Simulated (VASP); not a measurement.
# SnTe (P1) in VASP: further runs, part 2 of 3

VASP 6.6.1. The steps go on from the part before.

### 3 Single point, PBEsol

INCAR reads:

```
SYSTEM = SnTe
PREC = Accurate ; ENCUT = 520
EDIFF = 1E-7 ; ISMEAR = 0
SIGMA = 0.01 ; LREAL = .FALSE.
LASPH = .TRUE. ; NELM = 100
ALGO = Normal ; ISIF = 2
LWAVE = .FALSE. ; LCHARG = .FALSE.
GGA = PS ; NBANDS = 17
```

KPOINTS reads:

```
regular mesh
0
G
  3 3 3
  0 0 0
```

POSCAR reads:

```
SnTe
1.0
   -0.0123400000      3.5909600000      3.5803100000
    3.6386700000     -0.0265400000      3.5945100000
    3.6394100000      3.6059000000     -0.0272800000
Sn Te
1 1
Direct
    0.9964770041      0.0016715304      0.0045209736
    0.7561500000      0.7474000000      0.7507500000
```

Potentials or basis: VASP PAW PBE potentials, release 64 (Sn_d, Te).

Run with:

```bash
$ cat potpaw_PBE.64/Sn_d/POTCAR potpaw_PBE.64/Te/POTCAR > POTCAR
$ mpirun -np 1 vasp_std > vasp.out
```

OUTCAR:

```text
SYSTEM = SnTe
   PREC = Accurate
   ENCUT = 520
   EDIFF = 1E-7
   ISMEAR = 0
   LREAL = .FALSE.
   LASPH = .TRUE.
   NELM = 100
   ISIF = 2
   GGA = PS

 ion  position               nearest neighbor table
   1  0.996  0.002  0.005-   2 3.11   2 3.13   2 3.13   2 3.17
   2  0.756  0.747  0.751-   1 3.11   1 3.13   1 3.13   1 3.17

  LATTYP: Found a triclinic cell.
 ALAT       =     8.8859422597
 B/A-ratio  =     0.5772624508
 C/A-ratio  =     0.8204465828
 COS(alpha) =     0.0002842948
 COS(beta)  =     0.4090921630
 COS(gamma) =     0.8668528368

  Lattice vectors:

 A1 = (  -3.6401500000,  -7.2383400000,   3.6490700000)
 A2 = (  -0.0007400000,  -3.6324400000,   3.6217900000)
 A3 = (  -7.2904200000,   0.0116000000,   0.0130800000)

Analysis of symmetry for initial positions (statically):
=====================================================================
 Subroutine PRICEL returns:
 Original cell was already a primitive cell.

 Routine SETGRP: Setting up the symmetry group for a
 triclinic supercell.

 Subroutine GETGRP returns: Found  1 space group operations
 (whereof  1 operations were pure point group operations)
 out of a pool of  2 trial point group operations.

The static configuration has the point symmetry C_1 .

Analysis of symmetry for dynamics (positions and initial velocities):
=====================================================================
 Subroutine PRICEL returns:
 Original cell was already a primitive cell.

 Routine SETGRP: Setting up the symmetry group for a
 triclinic supercell.

 Subroutine GETGRP returns: Found  1 space group operations
 (whereof  1 operations were pure point group operations)
 out of a pool of  2 trial point group operations.

The dynamic configuration has the point symmetry C_1 .

 Subroutine INISYM returns: Found  1 space group operations
 (whereof  1 operations are pure point group operations),
 and found     1 'primitive' translations
[... 100 lines left out ...]
   EFERMI_NEDOS =   21; number of points for ismear=-14 and -15
   IALGO  =     38    algorithm
   IMIX   =      4    mixing-type and parameters
     AMIX     =   0.40;   BMIX     =  1.00
     AMIX_MAG =   1.60;   BMIX_MAG =  1.00
  volume/ion in A,a.u.               =      47.41       319.92
  Fermi-wavevector in a.u.,A,eV,Ry     =   0.974524  1.841584 12.921421  0.949698
  Thomas-Fermi vector in A             =   2.104991
   LORBIT       =      0    0 simple, 1 ext, 2 COOP (PROOUT), +10 PAW based schemes
   GGA     = PS    functional components
   LHFCALC =     F    Hartree Fock is set to
   AEXX    =    0.0000 exact exchange contribution
   IVDW    =     0    specifies the selected vdW correction
   LEPSILON=     F    determine dielectric tensor
   LRPA    =     F    only Hartree local field effects (RPA)
 non-spin polarized calculation
 Gauss-broadening in eV      SIGMA  =   0.01
  energy-cutoff  :      520.00
  volume of cell :       94.81
 maximum number of plane-waves:      2601
 NGX is ok and might be reduce to    40
   NGX = 19   NGY = 19   NGZ = 19

 number of electron      20.0000002 magnetization

 Free energy of the ion-electron system (eV)
  ---------------------------------------------------
  ext. energy  EPLUGINS =         0.00000000
  ---------------------------------------------------
  free energy    TOTEN  =        -7.71061639 eV

  energy without entropy =       -7.71061639  energy(sigma->0) =       -7.71061639

 E-fermi :   2.4817     XC(G=0):  -7.6311

 val. band max:        2.4271692386   @ k =   0.0000  -0.3333   0.3333
 cond. band min:       3.1379033092   @ k =   0.3333   0.3333  -0.0000
 fundamental gap:      0.7107340706
 Fermi energy:         2.4817456730

 k-point     1 :       0.0000    0.0000    0.0000
  band No.  band energies     occupation
      1     -18.7536      2.00000
      2     -18.7515      2.00000
      3     -18.7508      2.00000
      4     -18.7425      2.00000
      5     -18.7414      2.00000
      6      -8.5927      2.00000
[... 257 lines left out ...]
      4     -18.7424      2.00000
      5     -18.7410      2.00000
      6      -7.9026      2.00000
[... 9 lines left out ...]
     16      10.1189      0.00000
     17      11.8442      0.00000

------------------------ aborting loop because EDIFF is reached ----------------------------------------

  FORCE on cell =-STRESS in cart. coord.  units (eV):
  Direction    XX          YY          ZZ          XY          YZ          ZX
  --------------------------------------------------------------------------------------
  -------------------------------------------------------------------------------------
  Total       -1.4042365     -1.3623395     -1.3509980      0.0509278     -0.0327916      0.0552728
  in kB      -23.7287237    -23.0207493    -22.8291013      0.8605750     -0.5541107      0.9339974
  external PRESSURE =     -23.1928581 kB  Pullay stress =       0.0000000 kB

 VOLUME and BASIS-vectors are now :
 -----------------------------------------------------------------------------
  energy-cutoff  :      520.00
  volume of cell :       94.81
      direct lattice vectors                 reciprocal lattice vectors
    -0.012340000  3.590960000  3.580310000    -0.136695006  0.139019947  0.139400810
     3.638670000 -0.026540000  3.594510000     0.137195788 -0.137424425  0.138306071
     3.639410000  3.605900000 -0.027280000     0.137138433  0.137867852 -0.137805289

 POSITION                                       TOTAL-FORCE (eV/Angst)
 -----------------------------------------------------------------------------------
      0.01024      3.59457      3.57358        -0.032114      0.049734      0.045338
      5.44250      5.40260      5.37331         0.032114     -0.049734     -0.045338
 -----------------------------------------------------------------------------------
    total drift:                                0.000249     -0.000195      0.000037

  FREE ENERGIE OF THE ION-ELECTRON SYSTEM (eV)
  ---------------------------------------------------
  free  energy   TOTEN  =        -7.7106163898 eV

  energy  without entropy=       -7.7106163898  energy(sigma->0) =       -7.71061639
```

OSZICAR:

```text
N       E                     dE             d eps       ncg     rms          rms(c)
DAV:   1     0.126024582895E+03    0.12602E+03   -0.90707E+03   477   0.116E+03
DAV:   2     0.537372156680E+01   -0.12065E+03   -0.11765E+03   509   0.302E+02
DAV:   3    -0.741376878837E+01   -0.12787E+02   -0.12591E+02   599   0.929E+01
DAV:   4    -0.782258349946E+01   -0.40881E+00   -0.40854E+00   578   0.175E+01
DAV:   5    -0.784151168872E+01   -0.18928E-01   -0.18928E-01   676   0.358E+00    0.430E+00
DAV:   6    -0.771402700515E+01    0.12748E+00   -0.33222E-01   609   0.308E+00    0.275E+00
DAV:   7    -0.770996817678E+01    0.40588E-02   -0.68814E-02   512   0.104E+00    0.995E-01
DAV:   8    -0.771008056395E+01   -0.11239E-03   -0.77901E-03   535   0.614E-01    0.188E-01
DAV:   9    -0.771040653652E+01   -0.32597E-03   -0.16433E-03   514   0.251E-01    0.502E-02
DAV:  10    -0.771050862963E+01   -0.10209E-03   -0.24661E-04   547   0.915E-02    0.320E-02
DAV:  11    -0.771061407808E+01   -0.10545E-03   -0.18744E-04   510   0.632E-02    0.318E-02
DAV:  12    -0.771061517604E+01   -0.10980E-05   -0.57866E-06   572   0.136E-02    0.161E-02
DAV:  13    -0.771061632716E+01   -0.11511E-05   -0.35195E-06   491   0.874E-03    0.389E-03
DAV:  14    -0.771061638984E+01   -0.62679E-07   -0.20580E-07   588   0.407E-03
   1 F= -.77106164E+01 E0= -.77106164E+01  d E =-.484453E-16
```

stdout:

```text
POSCAR found type information on POSCAR SnTe
 POSCAR found :  2 types and       2 ions
 scaLAPACK will be used
 -----------------------------------------------------------------------------
|                                                                             |
|                                                                             |
|     You enforced a specific xc type in the INCAR file but a different       |
|     I HOPE YOU KNOW WHAT YOU ARE DOING!                                     |
|                                                                             |
 -----------------------------------------------------------------------------

 LDA part: xc-table for (Slater+PW92), standard interpolation
 POSCAR, INCAR and KPOINTS ok, starting setup
 FFT: planning ... GRIDC
 FFT: planning ... GRID_SOFT
 FFT: planning ... GRID
 WAVECAR not read
 entering main loop
```

Run time: 26 s. Hardware: 1 thread of Intel Xeon Platinum 8259CL at 2.50GHz (Skylake/Cascade Lake), shared host; peak memory 0.23 GiB.

Results:

| Item | Value |
| --- | --- |
| Free energy | -7.7106 eV |
| Pressure | -2.3 GPa |
| Largest force | 0.075 eV/Å |
| Band gap on the k mesh | 0.71 eV, indirect (least direct gap 0.95 eV) |

Forces on the atoms (eV/Å):
```
Sn  -0.032  0.050  0.045
Te   0.032 -0.050 -0.045
```

Levels at points of the mesh, in eV from the valence-band top:
| k point | band 7 | band 8 | band 9 | band 10 | band 11 | band 12 | band 13 | band 14 |
| --- | --- | --- | --- | --- | --- | --- | --- | --- |
| (0.00, 0.00, 0.00) | -4.72 | -1.47 | -1.44 | -1.31 | 1.47 | 1.52 | 1.60 | 4.49 |

Caveat: the k points lie up to 0.50 Å⁻¹ apart; the PAW data sets were made with another functional, which shifts forces and pressure a little; spin-orbit coupling is left out, which moves the levels of the heavy elements. A k mesh can miss the band edges.

### 4 Single point, PBEsol

INCAR reads:

```
PREC = Accurate
ENCUT = 520
EDIFF = 1E-7
ISMEAR = 0
SIGMA = 0.01
LREAL = False
LASPH = True
NELM = 60
ALGO = Normal
ISIF = 2
LWAVE = False
LCHARG = False
GGA = PS
NBANDS = 17
```

KPOINTS reads:

```
regular mesh
0
Gamma
  3 3 3
```

POSCAR, as its differences from that of step 3:

```diff
@@ -8,3 +8,3 @@
 Direct
-    0.9964770041      0.0016715304      0.0045209736
+    0.9950829959      0.0002884696      0.0058990264
     0.7561500000      0.7474000000      0.7507500000
```

Run with:

```bash
$ cat potpaw_PBE.64/Sn_d/POTCAR potpaw_PBE.64/Te/POTCAR > POTCAR
$ mpirun -np 1 vasp_std > vasp.out
```

Wall time 32 s (1 thread of Intel Xeon Platinum 8259CL at 2.50GHz (Skylake/Cascade Lake), shared host); peak memory 0.23 GiB.

It converged, with:

| Quantity | Value |
| --- | --- |
| Free energy | -7.7101 eV |
| Pressure | -2.3 GPa |
| Largest force | 0.088 eV/Å |
| Band gap on the k mesh | 0.71 eV, indirect (least direct gap 0.95 eV) |

Forces on the atoms (eV/Å):
```
Sn  -0.031  0.049  0.066
Te   0.031 -0.049 -0.066
```

Stress tensor (GPa, compression positive):
```
-2.37  0.12  0.09
 0.12 -2.30 -0.05
 0.09 -0.05 -2.28
```

Levels at points of the mesh, in eV from the valence-band top:
```csv
k point,band 7,band 8,band 9,band 10,band 11,band 12,band 13,band 14
"(0.00, 0.00, 0.00)",-4.72,-1.48,-1.44,-1.30,1.46,1.52,1.61,4.49
```

Caveat: the k points lie up to 0.50 Å⁻¹ apart; the PAW data sets were made with another functional, which shifts forces and pressure a little; spin-orbit coupling is left out, which moves the levels of the heavy elements. A k mesh can miss the band edges.

(Continued in part 3 of 3.)
